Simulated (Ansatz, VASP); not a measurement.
Two plane-wave programs on MgO

POSCAR

```
MgO
1.0
   -0.0559818621      2.1092505758      2.1092505758
    2.1092505758     -0.0559818621      2.1092505758
    2.1092505758      2.1092505758     -0.0559818621
Mg O
1 1
Direct
    0.0000000000      0.0000000000      0.0000000000
    0.5000000000      0.5000000000      0.5000000000
```

Contents of INCAR.step1:

```
PREC     = Accurate       # precision mode
ENCUT    = 520            # plane-wave cutoff, eV
ISMEAR   = 0              # smearing method
SIGMA    = 0.01           # smearing width, eV
LREAL    = False          # projectors in reciprocal space
LASPH    = True           # aspherical terms in the spheres
NELM     = 80             # most SCF steps
NBANDS   = 11             # bands
GGA      = PE             # functional
ALGO     = Normal         # electronic algorithm
EDIFF    = 1E-4           # SCF threshold, eV
LWAVE    = True           # write WAVECAR
LCHARG   = False          # write CHGCAR
```

Contents of INCAR.step2:

```
PREC     = Accurate       # precision mode
ENCUT    = 520            # plane-wave cutoff, eV
EDIFF    = 1E-6           # SCF threshold, eV
ISMEAR   = 0              # smearing method
SIGMA    = 0.01           # smearing width, eV
LREAL    = False          # projectors in reciprocal space
LASPH    = True           # aspherical terms in the spheres
NELM     = 80             # most SCF steps
ALGO     = Normal         # electronic algorithm
ISIF     = 2              # what is computed and relaxed
LWAVE    = False          # write WAVECAR
LCHARG   = True           # write CHGCAR
METAGGA  = R2SCAN         # meta-GGA
LMIXTAU  = True         
LELF     = True           # ELF
LVHAR    = True         
NBANDS   = 11             # bands
ISTART   = 1
```

File KPOINTS:

```
regular mesh
0
Gamma
  10 10 10
```

Input for Ansatz:

```yaml
crystal:
  lattice:
    - [-0.0559818621, 2.1092505758, 2.1092505758]
    - [2.1092505758, -0.0559818621, 2.1092505758]
    - [2.1092505758, 2.1092505758, -0.0559818621]
  atoms:
    - { symbol: Mg, position: [0.0, 0.0, 0.0] }
    - { symbol: O, position: [0.5, 0.5, 0.5] }
kpoints:
  mp_grid: { grid: [10, 10, 10] }
  band_path:
    path:
      - [0.0, 0.0, 0.0]
      - [0.5, 0.0, 0.5]
      - [0.625, 0.25, 0.625]
      - [0.375, 0.375, 0.75]
      - [0.5, 0.5, 0.5]
      - [0.5, 0.25, 0.75]
      - [-0.002604, 0.0, 0.0]
    npoints: 1
hamiltonian:
  xc: r2scan
scf:
  occupations: { method: fixed }
  n_extra_bands: 4
output:
  forces: true
  stress: true
  eigenvalues: true
  write_density: true
  write_potential: true
  elf: true
  volumetric_format: npy
```

Change from the starting cell: epitaxial_111 strain +3.0%.

Alike in both runs: task single point; functional r2SCAN; k mesh 10 × 10 × 10; no spin polarisation.

|  | VASP | Ansatz |
| --- | --- | --- |
| version | VASP 6.6.1 | Ansatz 0.2.0 |
| potentials or method | VASP PAW PBE potentials, release 64 (Mg, O) | plane waves, PAW |
| plane-wave cutoff (eV) | 520 | 500 |
| occupations | gaussian, width 0.01 eV | fixed |
| valence electrons in the cell | 8 | 16 |

```csv
,VASP,Ansatz,Ansatz less VASP
gap on the k mesh at the Fermi level (eV),4.96,4.99,+0.026
pressure (GPa),-8.5,-7.4,+1.11
"traceless stress, the component that is largest in VASP (GPa)",3.71,3.69,-0.027
```

VASP's potentials were made for PBE, not for r2SCAN. VASP's potentials hold 8 valence electrons a cell and Ansatz's 16, so a difference there can come from the potentials and not from the codes.
